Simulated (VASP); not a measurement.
# KI (Fm-3m) in VASP: settings compared, part 2 of 2

VASP 6.6.1. The steps go on from the part before.

## 3. Single point, HSE06

Input file POSCAR:

```
KI
1.0
    0.0000000000      3.5442843396      3.5442843396
    3.5442843396      0.0000000000      3.5442843396
    3.5442843396      3.5442843396      0.0000000000
K I
1 1
Direct
    0.0000000000      0.0000000000      0.0000000000
    0.5000000000      0.5000000000      0.5000000000
```

Input file INCAR.step1:

```
PREC     = Accurate       # precision mode
ENCUT    = 520            # plane-wave cutoff, eV
EDIFF    = 1E-5           # SCF threshold, eV
ISMEAR   = 0              # smearing method
SIGMA    = 0.01           # smearing width, eV
LREAL    = F              # projectors in reciprocal space
LASPH    = T              # aspherical terms in the spheres
NELM     = 80             # most SCF steps
ALGO     = Normal         # electronic algorithm
ISIF     = 2              # what is computed and relaxed
LWAVE    = T              # write WAVECAR
LCHARG   = F              # write CHGCAR
GGA      = PE             # functional
NBANDS   = 15             # bands
```

Input file INCAR.step2:

```
PREC     = Accurate       # precision mode
ENCUT    = 520            # plane-wave cutoff, eV
EDIFF    = 1E-6           # SCF threshold, eV
ISMEAR   = 0              # smearing method
SIGMA    = 0.01           # smearing width, eV
LREAL    = F              # projectors in reciprocal space
LASPH    = T              # aspherical terms in the spheres
NELM     = 80             # most SCF steps
ALGO     = Normal         # electronic algorithm
ISIF     = 2              # what is computed and relaxed
LWAVE    = F              # write WAVECAR
LCHARG   = F              # write CHGCAR
GGA      = PE             # functional
LHFCALC  = T              # exact exchange
HFSCREEN = 0.2079         # screening, 1/A
PRECFOCK = Normal       
ISTART   = 1            
NBANDS   = 15             # bands
```

Input file KPOINTS:

```
Automatic mesh
0
Gamma
  4 4 4
```

Potentials or basis: VASP PAW PBE potentials, release 64 (K_sv, I).

On the command line:

```console
$ cat potpaw_PBE.64/K_sv/POTCAR potpaw_PBE.64/I/POTCAR > POTCAR
$ cp INCAR.step1 INCAR
$ mpirun -np 1 vasp_std > vasp.out
$ cp INCAR.step2 INCAR
$ mpirun -np 1 vasp_std > vasp.out
```

OUTCAR:

```text
PREC = Accurate
   ENCUT = 520
   EDIFF = 1E-6
   ISMEAR = 0
   LREAL = F
   LASPH = T
   NELM = 80
   ISIF = 2
   GGA = PE
   LHFCALC = T
   HFSCREEN = 0.2079
   PRECFOCK = Normal
   ISTART = 1

 ion  position               nearest neighbor table
   1  0.000  0.000  0.000-   2 3.54   2 3.54   2 3.54   2 3.54   2 3.54   2 3.54
   2  0.500  0.500  0.500-   1 3.54   1 3.54   1 3.54   1 3.54   1 3.54   1 3.54

  LATTYP: Found a face centered cubic cell.
 ALAT       =     7.0885686792

  Lattice vectors:

 A1 = (   0.0000000000,   3.5442843396,   3.5442843396)
 A2 = (   3.5442843396,   0.0000000000,   3.5442843396)
 A3 = (   3.5442843396,   3.5442843396,   0.0000000000)

Analysis of symmetry for initial positions (statically):
=====================================================================
 Subroutine PRICEL returns:
 Original cell was already a primitive cell.

 Routine SETGRP: Setting up the symmetry group for a
 face centered cubic supercell.

 Subroutine GETGRP returns: Found 48 space group operations
[... 168 lines left out ...]
      3     -14.1713      2.00000
      4     -14.1713      2.00000
      5     -12.5701      2.00000
      6      -1.1943      2.00000
      7      -1.1943      2.00000
      8      -1.1943      2.00000
      9       3.7356      0.00000
     10       6.4517      0.00000
     11       6.4517      0.00000
     12       6.4517      0.00000
     13       7.2817      0.00000
     14       7.2817      0.00000
[... 113 lines left out ...]
      2     -14.2229      2.00000
      3     -14.2029      2.00000
      4     -14.2029      2.00000
      5     -12.3457      2.00000
      6      -1.9570      2.00000
      7      -1.9570      2.00000
      8      -1.8086      2.00000
      9       6.3396      0.00000
     10       6.3396      0.00000
     11       6.5392      0.00000
     12       8.2034      0.00000
     13       8.9279      0.00000
     14      10.0038      0.00000
     15      10.3736      0.00000

------------------------ aborting loop because EDIFF is reached ----------------------------------------

  FORCE on cell =-STRESS in cart. coord.  units (eV):
  Direction    XX          YY          ZZ          XY          YZ          ZX
  --------------------------------------------------------------------------------------
  -------------------------------------------------------------------------------------
  Total        0.1588888      0.1588888      0.1588888     -0.0000000     -0.0000000      0.0000000
  in kB        2.8588300      2.8588300      2.8588300     -0.0000000     -0.0000000      0.0000000
  external PRESSURE =       2.8588300 kB  Pullay stress =       0.0000000 kB

 VOLUME and BASIS-vectors are now :
 -----------------------------------------------------------------------------
  energy-cutoff  :      520.00
  volume of cell :       89.05
      direct lattice vectors                 reciprocal lattice vectors
     0.000000000  3.544284340  3.544284340    -0.141072203  0.141072203  0.141072203
     3.544284340  0.000000000  3.544284340     0.141072203 -0.141072203  0.141072203
     3.544284340  3.544284340  0.000000000     0.141072203  0.141072203 -0.141072203

 POSITION                                       TOTAL-FORCE (eV/Angst)
 -----------------------------------------------------------------------------------
      0.00000      0.00000      0.00000        -0.000000      0.000000      0.000000
      3.54428      3.54428      3.54428         0.000000     -0.000000     -0.000000
 -----------------------------------------------------------------------------------
    total drift:                               -0.000000     -0.000000     -0.000000

  FREE ENERGIE OF THE ION-ELECTRON SYSTEM (eV)
  ---------------------------------------------------
  free  energy   TOTEN  =        -6.4023246693 eV

  energy  without entropy=       -6.4023246693  energy(sigma->0) =       -6.40232467
```

OSZICAR.step1:

```text
N       E                     dE             d eps       ncg     rms          rms(c)
DAV:   1     0.920435299789E+02    0.92044E+02   -0.64320E+03   240   0.910E+02
DAV:   2    -0.126536949664E+00   -0.92170E+02   -0.85467E+02   296   0.214E+02
DAV:   3    -0.537496635839E+01   -0.52484E+01   -0.52209E+01   317   0.448E+01
DAV:   4    -0.563893434022E+01   -0.26397E+00   -0.26389E+00   436   0.919E+00
DAV:   5    -0.564118884005E+01   -0.22545E-02   -0.22545E-02   317   0.829E-01    0.300E+00
DAV:   6    -0.555683861726E+01    0.84350E-01   -0.96534E-02   317   0.178E+00    0.214E+00
DAV:   7    -0.555264177905E+01    0.41968E-02   -0.11306E-01   310   0.168E+00    0.785E-01
DAV:   8    -0.555795338645E+01   -0.53116E-02   -0.11667E-02   268   0.703E-01    0.133E-01
DAV:   9    -0.555841106568E+01   -0.45768E-03   -0.81690E-04   331   0.167E-01    0.789E-02
DAV:  10    -0.555854549575E+01   -0.13443E-03   -0.12736E-04   285   0.597E-02    0.212E-02
DAV:  11    -0.555859416851E+01   -0.48673E-04   -0.63273E-05   268   0.454E-02    0.188E-02
DAV:  12    -0.555859396475E+01    0.20377E-06   -0.24265E-06   246   0.123E-02
   1 F= -.55585940E+01 E0= -.55585940E+01  d E =-.775446E-95
```

Run time: 6.2 min. Hardware: 1 thread of Intel Xeon Platinum 8488C (Sapphire Rapids), shared host; peak memory 0.35 GiB.

What came out:

* Free energy: -6.4023 eV
* Pressure: 0.3 GPa
* Band gap on the k mesh: 4.93 eV

Levels at points of the mesh, in eV from the valence-band top:
```csv
k point,band 4,band 5,band 6,band 7,band 8,band 9,band 10,band 11,band 12,band 13
"(0.00, 0.00, 0.00)",-12.98,-11.38,0.00,0.00,0.00,4.93,7.65,7.65,7.65,8.48
"(0.50, 0.00, 0.00)",-12.98,-11.07,-1.37,-0.34,-0.34,6.48,8.88,9.22,9.22,10.11
"(0.50, 0.50, 0.00)",-13.00,-11.21,-1.05,-0.39,-0.39,5.95,6.81,9.46,9.86,10.14
```

Caveat: the PAW data sets were made with another functional, which shifts forces and pressure a little; spin-orbit coupling is left out, which moves the levels of the heavy elements.
